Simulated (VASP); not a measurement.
Input of a VASP 6.6.1 run:

File INCAR:

```
  PREC = Accurate
  ENCUT = 520
  EDIFF = 1E-6
  ISMEAR = 0
  SIGMA = 0.2
  LREAL = False
  LASPH = True
  NELM = 80
  ALGO = Normal
  ISIF = 2
  LWAVE = False
  LCHARG = True
  GGA = PE
  LELF = True
  LVHAR = True
  NBANDS = 36
```

File KPOINTS:

```
regular mesh
0
Gamma
  8 4 4
```

File POSCAR:

```
Pt2Cl
1.0
    2.8000018573      0.0000000000      0.0000000000
    0.0000000000      4.8497454782      0.0000000000
    0.0000000000      0.0000000000      7.4603747862
Pt Cl
4 2
Direct
    0.5000000000      0.5000000000      0.3293369740
    0.0000000000      1.0000000000      0.3293369740
    1.0000000000      0.0000000000      0.6706630260
    0.5000000000      0.5000000000      0.6706630260
    0.5000000000      0.5000000000      0.0000000000
    0.0000000000      0.0000000000      0.0000000000
```

Potentials or basis: VASP PAW PBE potentials, release 64 (Pt, Cl).

Command:

```bash
$ cat potpaw_PBE.64/Pt/POTCAR potpaw_PBE.64/Cl/POTCAR > POTCAR
$ mpirun -np 1 vasp_std > vasp.out
```

Problem. Predict the band gap on the k mesh.

Solution. Zero (band 27 reaches 9.66 eV, above the bottom of band 28 at 6.79 eV).

Problem. Estimate the pressure.

Solution. 0.0 GPa.

Problem. What does it give for the largest force?

Solution. 0.076 eV/Å.

Stress tensor (GPa, compression positive):
```
 0.75  0.00  0.00
 0.00 -0.59  0.00
 0.00  0.00 -0.22
```

Caveat: spin-orbit coupling is left out, which moves the levels of the heavy elements.
